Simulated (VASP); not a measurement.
# Si8H3Cl in VASP: further runs

Si8H3Cl is run at these levels: PBEsol; tasks: single point.

Everything below comes from runs of VASP 6.6.1. Logs are shortened: lines on timing, memory, paths and dates and some standing lists are left out, and cuts for length are marked.

### Step 1. The cell of the first run

The cell holds a slab with vacuum, 24 atoms: a = 7.679 Å, b = 7.679 Å, c = 18.869 Å, α = 90.00°, β = 90.00°, γ = 60.00°.

### Step 2. Single point, PBEsol

The input, INCAR:

```
ALGO = Normal
EDIFF = 1E-6
ENCUT = 520
GGA = PS
ISIF = 2
ISMEAR = -1
LASPH = True
LCHARG = True
LELF = True
LREAL = Auto
LVHAR = True
LWAVE = False
NBANDS = 60
NELM = 60
PREC = Accurate
SIGMA = 0.02
```

The input, KPOINTS:

```
k-points
0
Gamma
  2 2 1
```

The input, POSCAR:

```
Si8H3Cl
1.0
    7.6791800000      0.0000000000      0.0000000000
    3.8395900000      6.6503650000      0.0000000000
    0.0000000000      0.0000000000     18.8687650000
H Si Cl
6 16 2
Direct
    0.1666668792      0.1666675438      0.0529976392
    0.6666681814      0.1666675438      0.0529976392
    0.1666662146      0.6666701752      0.0529976392
    0.6666675168      0.6666701752      0.0529976392
    0.0229814038      0.4801089865      0.4208224545
    0.4009114459      0.4799285453      0.4146482295
    0.1666668792      0.1666675438      0.1324940981
    0.6666681814      0.1666675438      0.1324940981
    0.1666662146      0.6666701752      0.1324940981
    0.6666675168      0.6666701752      0.1324940981
   -0.1634621681      0.3322374035      0.1759733613
    0.3285119197      0.3431089873      0.1691631646
   -0.1518650626      0.8295935637      0.1705888011
    0.3363132847      0.8289920929      0.1723483227
   -0.1822750766      0.3154563697      0.2989437835
    0.3336821404      0.3230800114      0.2922024838
   -0.1690643543      0.8253682317      0.2961349087
    0.3542014270      0.8124366106      0.2914393178
    0.0305107553     -0.0235175062      0.3377486550
    0.5134404412     -0.0127361431      0.3372451774
    0.0110275526      0.4745604189      0.3369907887
    0.4776393230      0.4801089865      0.3427728312
    0.5179046646     -0.0184350784      0.4480102434
    0.0903673965     -0.0559818897      0.4457949421
```

Potentials or basis: VASP PAW PBE potentials, release 64 (H, Si, Cl).

Command:

```console
cat potpaw_PBE.64/H/POTCAR potpaw_PBE.64/Si/POTCAR potpaw_PBE.64/Cl/POTCAR > POTCAR
mpirun -np 1 vasp_std > vasp.out
```

OUTCAR:

```text
EDIFF = 1E-6
   ENCUT = 520
   GGA = PS
   ISIF = 2
   ISMEAR = -1
   LASPH = True
   LREAL = Auto
   NELM = 60
   PREC = Accurate

 ion  position               nearest neighbor table
   1  0.167  0.167  0.053-   7 1.50
   2  0.667  0.167  0.053-   8 1.50
   3  0.167  0.667  0.053-   9 1.50
   4  0.667  0.667  0.053-  10 1.50
   5  0.023  0.480  0.421-  21 1.59
   6  0.401  0.480  0.415-  22 1.48
   7  0.167  0.167  0.132-   1 1.50  11 2.34  12 2.35  14 2.37
   8  0.667  0.167  0.132-   2 1.50  12 2.35  13 2.36  11 2.38
   9  0.167  0.667  0.132-   3 1.50  13 2.24  12 2.26  14 2.33
  10  0.667  0.667  0.132-   4 1.50  14 2.32  11 2.37  13 2.40
  11  0.837  0.332  0.176-  15 2.33   7 2.34  10 2.37   8 2.38
  12  0.329  0.343  0.169-   9 2.26  16 2.33   8 2.35   7 2.35
[... 8 lines left out ...]
  21  0.011  0.475  0.337-   5 1.59  16 2.31  15 2.45  17 2.46
  22  0.478  0.480  0.343-   6 1.48  16 2.22  15 2.41  18 2.44
  23  0.518  0.982  0.448-  20 2.09
  24  0.090  0.944  0.446-  19 2.08

  LATTYP: Found a hexagonal cell.
 ALAT       =     7.6791800344
 C/A-ratio  =     2.4571327818

  Lattice vectors:

 A1 = (  -3.8395900000,  -6.6503650000,   0.0000000000)
 A2 = (   7.6791800000,   0.0000000000,   0.0000000000)
 A3 = (   0.0000000000,   0.0000000000,  18.8687650000)

Analysis of symmetry for initial positions (statically):
=====================================================================
 Subroutine PRICEL returns:
 Original cell was already a primitive cell.

 Routine SETGRP: Setting up the symmetry group for a
 hexagonal supercell.

 Subroutine GETGRP returns: Found  1 space group operations
 (whereof  1 operations were pure point group operations)
 out of a pool of 24 trial point group operations.

The static configuration has the point symmetry C_1 .

Analysis of symmetry for dynamics (positions and initial velocities):
=====================================================================
 Subroutine PRICEL returns:
 Original cell was already a primitive cell.

 Routine SETGRP: Setting up the symmetry group for a
 hexagonal supercell.

 Subroutine GETGRP returns: Found  1 space group operations
 (whereof  1 operations were pure point group operations)
 out of a pool of 24 trial point group operations.

The dynamic configuration has the point symmetry C_1 .

 Subroutine INISYM returns: Found  1 space group operations
 (whereof  1 operations are pure point group operations),
 and found     1 'primitive' translations

----------------------------------------------------------------------------------------

                                     Primitive cell

  volume of cell :     963.6156

  direct lattice vectors                    reciprocal lattice vectors
     7.679180000  0.000000000  0.000000000     0.130222237 -0.075183843  0.000000000
     3.839590000  6.650365000  0.000000000     0.000000000  0.150367687  0.000000000
     0.000000000  0.000000000 18.868765000     0.000000000  0.000000000  0.052997639

  length of vectors
     7.679180000  7.679180034 18.868765000     0.150367687  0.150367687  0.052997639

  position of ions in fractional coordinates (direct lattice)
     0.166666879  0.166667544  0.052997639
     0.666668181  0.166667544  0.052997639
     0.166666215  0.666670175  0.052997639
     0.666667517  0.666670175  0.052997639
     0.022981404  0.480108986  0.420822454
     0.400911446  0.479928545  0.414648230
[... 16 lines left out ...]
     0.517904665  0.981564922  0.448010243
     0.090367396  0.944018110  0.445794942

  ion indices of the primitive-cell ions
   primitive index   ion index
                 1           1
                 2           2
                 3           3
                 4           4
                 5           5
                 6           6
[... 16 lines left out ...]
                23          23
                24          24

----------------------------------------------------------------------------------------

 KPOINTS: k-points

Automatic generation of k-mesh.
 Grid dimensions read from file:
 generate k-points for:    2    2    1

 Generating k-lattice:

  Cartesian coordinates                     Fractional coordinates (reciprocal lattice)
     0.065111119 -0.037591922  0.000000000     0.500000000  0.000000000  0.000000000
     0.000000000  0.075183843  0.000000000     0.000000000  0.500000000  0.000000000
     0.000000000  0.000000000  0.052997639     0.000000000  0.000000000  1.000000000

  Length of vectors
     0.075183844  0.075183843  0.052997639

  Shift w.r.t. Gamma in fractional coordinates (k-lattice)
     0.000000000  0.000000000  0.000000000

 Subroutine IBZKPT returns following result:
 ===========================================

 Found      4 irreducible k-points:

 Following reciprocal coordinates:
            Coordinates               Weight
  0.000000  0.000000  0.000000      1.000000
  0.500000 -0.000000  0.000000      1.000000
  0.500000  0.500000  0.000000      1.000000
  0.000000  0.500000  0.000000      1.000000
   k-points           NKPTS =      4   k-points in BZ     NKDIM =      4   number of bands    NBANDS=     60
   number of dos      NEDOS =    301   number of ions     NIONS =     24
   total plane-waves  NPLWV = 504000
   dimension x,y,z NGX =    60 NGY =   60 NGZ =  140
   dimension x,y,z NGXF=   120 NGYF=  120 NGZF=  280
   ions per type =               6  16   2
   NGX,Y,Z   is equivalent  to a cutoff of  12.99, 12.99, 12.33 a.u.
   NGXF,Y,Z  is equivalent  to a cutoff of  25.98, 25.98, 24.67 a.u.
 SYSTEM =  unknown system
   PREC   = accura    normal or accurate (medium, high low for compatibility)
   ISTART =      0    job   : 0-new  1-cont  2-samecut
   ICHARG =      2    charge: 1-file 2-atom 10-const
   ISPIN  =      1    spin polarized calculation?
   LNONCOLLINEAR =      F non collinear calculations
   LSORBIT =      F    spin-orbit coupling
   LASPH  =      T    aspherical Exc in radial PAW
   ENCUT  =  520.0 eV  38.22 Ry    6.18 a.u.  14.28 14.28 35.08*2*pi/ulx,y,z
   NELM   =     60;   NELMIN=  2; NELMDL= -5     # of ELM steps
   EDIFF  = 0.1E-05   stopping-criterion for ELM
   LREAL  =      T    real-space projection
   EDIFFG = 0.1E-04   stopping-criterion for IOM
   NSW    =      0    number of steps for IOM
   IBRION =     -1    ionic relax: 0-MD 1-quasi-New 2-CG
   NFREE  =      0    steps in history (QN), initial steepest desc. (CG)
   ISIF   =      2    stress and relaxation
   ISYM   =      2    0-nonsym 1-usesym 2-fastsym
   POTIM  = 0.5000    time-step for ionic-motion
   TEBEG  =    0.0;   TEEND  =   0.0 temperature during run
   PSTRESS=    0.0 pullay stress
   NELECT =      84.0000    total number of electrons
   NUPDOWN=      -1.0000    fix difference up-down
   EMIN   =  10.00;   EMAX   =-10.00  energy-range for DOS
   EFERMI =   0.00;   METHOD = LEGACY
   ISMEAR =    -1;   SIGMA  =   0.02  broadening in eV -4-tet -1-fermi 0-gaus
   EFERMI_NEDOS =   21; number of points for ismear=-14 and -15
   IALGO  =     38    algorithm
   IMIX   =      4    mixing-type and parameters
     AMIX     =   0.40;   BMIX     =  1.00
     AMIX_MAG =   1.60;   BMIX_MAG =  1.00
  volume/ion in A,a.u.               =      40.15       270.95
  Fermi-wavevector in a.u.,A,eV,Ry     =   0.725883  1.371720  7.168994  0.526906
  Thomas-Fermi vector in A             =   1.816717
   LORBIT       =      0    0 simple, 1 ext, 2 COOP (PROOUT), +10 PAW based schemes
   GGA     = PS    functional components
   LHFCALC =     F    Hartree Fock is set to
   AEXX    =    0.0000 exact exchange contribution
   IVDW    =     0    specifies the selected vdW correction
   LEPSILON=     F    determine dielectric tensor
   LRPA    =     F    only Hartree local field effects (RPA)
 non-spin polarized calculation
  energy-cutoff  :      520.00
  volume of cell :      963.62
 maximum number of plane-waves:     25966
 NGX is ok and might be reduce to    60
   NGX = 29   NGY = 29   NGZ = 71

 number of electron      84.0000001 magnetization

 Free energy of the ion-electron system (eV)
  ---------------------------------------------------
  ext. energy  EPLUGINS =         0.00000000
  ---------------------------------------------------
  free energy    TOTEN  =      -115.57698079 eV

  energy without entropy =     -115.57698079  energy(sigma->0) =     -115.57698079

 E-fermi :  -0.3429     XC(G=0):  -4.5007

 val. band max:       -0.7598171277   @ k =   0.0000   0.0000   0.0000
 cond. band min:       0.0720848624   @ k =   0.0000   0.0000   0.0000
 fundamental gap:      0.8319019902
 Fermi energy:        -0.3429144214

 k-point     1 :       0.0000    0.0000    0.0000
  band No.  band energies     occupation
      1     -16.8341      2.00000
      2     -16.6587      2.00000
      3     -12.4390      2.00000
      4     -11.2390      2.00000
      5     -10.3658      2.00000
      6     -10.2608      2.00000
[... 46 lines left out ...]
     53       1.4863      0.00000
     54       2.0554      0.00000

 k-point     2 :       0.5000   -0.0000    0.0000
  band No.  band energies     occupation
      1     -16.8077      2.00000
      2     -16.6864      2.00000
      3     -11.8660      2.00000
      4     -11.5994      2.00000
      5     -10.7230      2.00000
      6     -10.5379      2.00000
[... 46 lines left out ...]
     53       2.5514      0.00000
     54       2.8125      0.00000

 k-point     3 :       0.5000    0.5000    0.0000
  band No.  band energies     occupation
      1     -16.8070      2.00000
      2     -16.6872      2.00000
      3     -11.8214      2.00000
      4     -11.6669      2.00000
      5     -10.7762      2.00000
      6     -10.5130      2.00000
[... 46 lines left out ...]
     53       2.8472      0.00000
     54       2.9098      0.00000

 k-point     4 :       0.0000    0.5000    0.0000
  band No.  band energies     occupation
      1     -16.8324      2.00000
      2     -16.6595      2.00000
      3     -11.8188      2.00000
      4     -11.6891      2.00000
      5     -10.7060      2.00000
      6     -10.5515      2.00000
[... 46 lines left out ...]
     53       2.5700      0.00000
     54       2.6638      0.00000
 [bands above 54 left out]

------------------------ aborting loop because EDIFF is reached ----------------------------------------

  FORCE on cell =-STRESS in cart. coord.  units (eV):
  Direction    XX          YY          ZZ          XY          YZ          ZX
  --------------------------------------------------------------------------------------
  -------------------------------------------------------------------------------------
  Total        3.0762277      0.7331790      0.4245345     -2.0134880      3.8862923     -0.7732140
  in kB        5.1147600      1.2190367      0.7058620     -3.3477717      6.4616323     -1.2856019
  external PRESSURE =       2.3465529 kB  Pullay stress =       0.0000000 kB

 VOLUME and BASIS-vectors are now :
 -----------------------------------------------------------------------------
  energy-cutoff  :      520.00
  volume of cell :      963.62
      direct lattice vectors                 reciprocal lattice vectors
     7.679180000  0.000000000  0.000000000     0.130222237 -0.075183843  0.000000000
     3.839590000  6.650365000  0.000000000     0.000000000  0.150367687  0.000000000
     0.000000000  0.000000000 18.868765000     0.000000000  0.000000000  0.052997639

 POSITION                                       TOTAL-FORCE (eV/Angst)
 -----------------------------------------------------------------------------------
      1.91980      1.10840      1.00000        -0.174460     -0.032244     -0.106053
      5.75940      1.10840      1.00000         0.042217     -0.005763     -0.143547
      3.83960      4.43360      1.00000         0.016247      0.020590     -0.124843
      7.67920      4.43360      1.00000         0.002774     -0.123597     -0.123639
      2.01990      3.19290      7.94040        -0.076036     -0.034473     -1.069669
      4.92140      3.19170      7.82390         0.504938      0.110512      0.658998
[... 16 lines left out ...]
      7.74589      6.52776      8.45340         0.122884      0.085039     -0.368316
      4.31859      6.27807      8.41160        -0.312775      0.181420      0.019722
 -----------------------------------------------------------------------------------
    total drift:                               -0.000310      0.001240      0.003726

  FREE ENERGIE OF THE ION-ELECTRON SYSTEM (eV)
  ---------------------------------------------------
  free  energy   TOTEN  =      -115.5769807945 eV

  energy  without entropy=     -115.5769807941  energy(sigma->0) =     -115.57698079
```

It took 15 min on 1 thread of AMD EPYC 7R13 (Zen 3), shared host; peak memory 0.96 GiB.

Results:

```
Free energy            : -115.5770 eV
Largest force          : 2.244 eV/Å
Band gap on the k mesh : 0.83 eV
```

Forces in eV/Å, atoms in the order of the input:
```
H   -0.174 -0.032 -0.106
H    0.042 -0.006 -0.144
H    0.016  0.021 -0.125
H    0.003 -0.124 -0.124
H   -0.076 -0.034 -1.070
H    0.505  0.111  0.659
Si   0.212 -0.014  0.313
Si   0.325  0.139  0.059
Si   0.815  0.199 -0.550
Si   0.578 -0.095  0.186
Si  -0.636  0.036 -0.496
Si  -0.081 -1.396  0.277
Si  -1.744  0.628  0.578
Si   0.204  0.289 -0.858
Si   1.048  0.069  1.275
Si  -0.871 -0.852 -0.476
Si   1.893 -1.168  0.295
Si  -0.165 -0.264  1.498
Si  -1.095  0.116 -0.619
Si  -0.908  0.400 -0.080
Si  -1.122  0.810  0.683
Si   1.422  0.901 -0.829
Cl   0.123  0.085 -0.368
Cl  -0.313  0.181  0.020
```

Levels at points of the mesh, in eV from the valence-band top:
```tsv
k point	band 38	band 39	band 40	band 41	band 42	band 43	band 44	band 45	band 46	band 47
(0.00, 0.00, 0.00)	-1.45	-1.06	-0.84	-0.35	0.00	0.83	0.92	0.95	1.41	1.53
(0.50, 0.00, 0.00)	-2.04	-1.92	-1.70	-1.10	-0.63	1.23	1.53	2.04	2.07	2.15
(0.50, 0.50, 0.00)	-2.01	-1.89	-1.79	-1.12	-0.90	1.26	1.46	1.92	2.04	2.09
(0.00, 0.50, 0.00)	-2.01	-1.97	-1.85	-1.01	-0.88	1.22	1.39	1.90	2.04	2.16
```

Caveat: the k points lie up to 0.47 Å⁻¹ apart; the atoms stand as in a frame of molecular dynamics; there is no dipole correction, which matters where the two faces differ; the PAW data sets were made with another functional, which shifts forces and pressure a little.

### Step 3. Single point, PBEsol

The input, INCAR:

```
  PREC = Accurate
  ENCUT = 520
  EDIFF = 1E-7
  ISMEAR = -1
  SIGMA = 0.02
  LREAL = Auto
  LASPH = T
  NELM = 100
  ALGO = Normal
  ISIF = 2
  LWAVE = F
  LCHARG = T
  GGA = PS
  LELF = T
  LVHAR = T
  NBANDS = 60
```

The input, KPOINTS:

```
Automatic mesh
0
Gamma
  2 2 1
```

The input, POSCAR:

```
Si8H3Cl
1.0
    7.6791800000      0.0000000000      0.0000000000
    3.8395900000      6.6503650000      0.0000000000
    0.0000000000      0.0000000000     18.8687650000
H Si Cl
6 16 2
Direct
    0.1666668792      0.1666675438      0.0529976392
    0.6666681814      0.1666675438      0.0529976392
    0.1666662146      0.6666701752      0.0529976392
    0.6666675168      0.6666701752      0.0529976392
   -0.0570576156      0.5408274583      0.4070006702
    0.5422209394      0.4505918096      0.4196724057
    0.1666668792      0.1666675438      0.1324940981
    0.6666681814      0.1666675438      0.1324940981
    0.1666662146      0.6666701752      0.1324940981
    0.6666675168      0.6666701752      0.1324940981
   -0.1491967431      0.3455599805      0.1745053267
    0.3336832484      0.3268542403      0.1676474321
   -0.1666141334      0.8293229018      0.1632009302
    0.3334770047      0.8234134517      0.1728676996
   -0.1759904692      0.3062989776      0.3001150314
    0.3441378497      0.3153210388      0.2893724099
   -0.1406176344      0.7897010164      0.2942693918
    0.3655870603      0.8308416155      0.2987264932
    0.0407303753     -0.0131722093      0.3369218918
    0.5091427794     -0.0104956645      0.3359573348
   -0.0379353165      0.4889355697      0.3350139768
    0.4925183939      0.4836877374      0.3415538855
    0.5422909740     -0.0379076938      0.4505223315
    0.1021020498     -0.0617409721      0.4428376738
```

Potentials or basis: VASP PAW PBE potentials, release 64 (H, Si, Cl).

Command:

```console
cat potpaw_PBE.64/H/POTCAR potpaw_PBE.64/Si/POTCAR potpaw_PBE.64/Cl/POTCAR > POTCAR
mpirun -np 1 vasp_std > vasp.out
```

It took 16 min on 1 thread of AMD EPYC 7R13 (Zen 3), shared host; peak memory 0.98 GiB.

It converged, with:

```yaml
Free_energy: -114.1700 eV
Largest_force: 3.727 eV/Å
Band_gap_on_the_k_mesh: 0.64 eV
```

Forces in eV/Å, atoms in the order of the input:
```
H   -0.079 -0.010 -0.116
H    0.014  0.050 -0.186
H    0.252 -0.038 -0.164
H   -0.117 -0.215 -0.170
H    0.183  0.117  2.182
H   -0.357  0.177 -0.086
Si   0.281 -1.110 -0.275
Si   1.270  0.492 -0.037
Si  -0.393 -0.614 -0.358
Si  -0.425  0.254 -0.514
Si  -2.233 -1.086  0.542
Si   0.537  0.368  0.123
Si   0.235  0.424  1.831
Si   0.921  0.821  0.417
Si  -0.297  0.622 -0.982
Si  -1.654  0.774  1.514
Si   0.467  3.335 -1.146
Si  -2.535 -2.307 -1.233
Si  -1.663 -1.481 -0.596
Si   3.460  0.450  1.312
Si   1.969 -2.039 -1.305
Si   0.569  0.455 -0.332
Cl  -0.113  0.319 -1.146
Cl  -0.291  0.241  0.725
```

Levels at points of the mesh, in eV from the valence-band top:
```
           k point  band 40  band 41  band 42  band 43  band 44  band 45
(0.00, 0.00, 0.00)    -0.96    -0.49     0.00     0.64     0.75     0.93
(0.50, 0.00, 0.00)    -1.64    -1.28    -0.94     1.11     1.23     1.82
(0.50, 0.50, 0.00)    -1.53    -1.31    -0.72     1.18     1.32     1.90
(0.00, 0.50, 0.00)    -1.63    -0.97    -0.79     1.11     1.30     1.93
```

Caveat: the k points lie up to 0.47 Å⁻¹ apart; the atoms stand as in a frame of molecular dynamics; there is no dipole correction, which matters where the two faces differ; the PAW data sets were made with another functional, which shifts forces and pressure a little.
